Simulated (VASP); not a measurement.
A run of VASP 6.6.1 is set up as follows.

File INCAR:

```
PREC = Accurate
ENCUT = 520
EDIFF = 1E-6
ISMEAR = 0
SIGMA = 0.01
LREAL = F
LASPH = T
NELM = 100
ALGO = Normal
ISIF = 2
LWAVE = F
LCHARG = F
GGA = PE
NBANDS = 16
```

File KPOINTS:

```
regular mesh
0
Gamma
  12 12 4
```

Contents of POSCAR:

```
SiC
1.0
    2.9916832294      0.0000000000      0.0000000000
   -1.4958416147      2.5908696483      0.0000000000
    0.0000000000      0.0000000000      4.9096283948
Si C
2 2
Direct
    0.3333333333      0.6666666667      0.0000000000
    0.6666666667      0.3333333333      0.5000000000
    0.3333333333      0.6666666667      0.3850000000
    0.6666666667      0.3333333333      0.8850000000
```

Potentials or basis: VASP PAW PBE potentials, release 64 (Si, C).

Run with:

```sh
$ cat potpaw_PBE.64/Si/POTCAR potpaw_PBE.64/C/POTCAR > POTCAR
$ mpirun -np 1 vasp_std > vasp.out
```

Question: Estimate the pressure.

Answer: 25.8 GPa.

Question: Estimate the largest force.

Answer: 0.892 eV/Å.

Question: Predict the band gap on the k mesh.

Answer: 2.16 eV, indirect (least direct gap 4.25 eV).

Forces on the atoms (eV/Å):
```
Si   0.000  0.000  0.892
Si   0.000  0.000  0.892
C    0.000  0.000 -0.892
C    0.000  0.000 -0.892
```

A k mesh can miss the band edges.
